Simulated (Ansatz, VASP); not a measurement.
Hg in VASP and in Ansatz

```
CELL_PARAMETERS angstrom
0.00000 3.83609 3.83609
3.83609 0.00000 3.83609
3.83609 3.83609 0.00000
ATOMIC_POSITIONS crystal
Hg 0.87500 0.87500 0.87500
Hg 0.12500 0.12500 0.12500
```

Alike in both runs: functional PBE; k mesh 11 × 11 × 11; occupations fermi-dirac, width 0.05 eV; no spin polarisation.

Ansatz relaxed the structure, and its values are those at the end. VASP's run is a single point on that final structure, the one shown.

|  | VASP | Ansatz |
| --- | --- | --- |
| version | VASP 6.6.1 | Ansatz 0.2.0 |
| potentials or method | VASP PAW PBE potentials, release 64 (Hg) | PAW with Ansatz's default frozen-core files, scalar-relativistic |
| plane-wave cutoff (eV) | 520 | 420 |
| valence electrons in the cell | 24 | 40 |

```csv
,VASP,Ansatz,Ansatz less VASP
pressure (GPa),0.0,0.0,0.00
```

VASP's potentials hold 24 valence electrons a cell and Ansatz's 40, so a difference there can come from the potentials and not from the codes.

Spin-orbit coupling is off throughout.
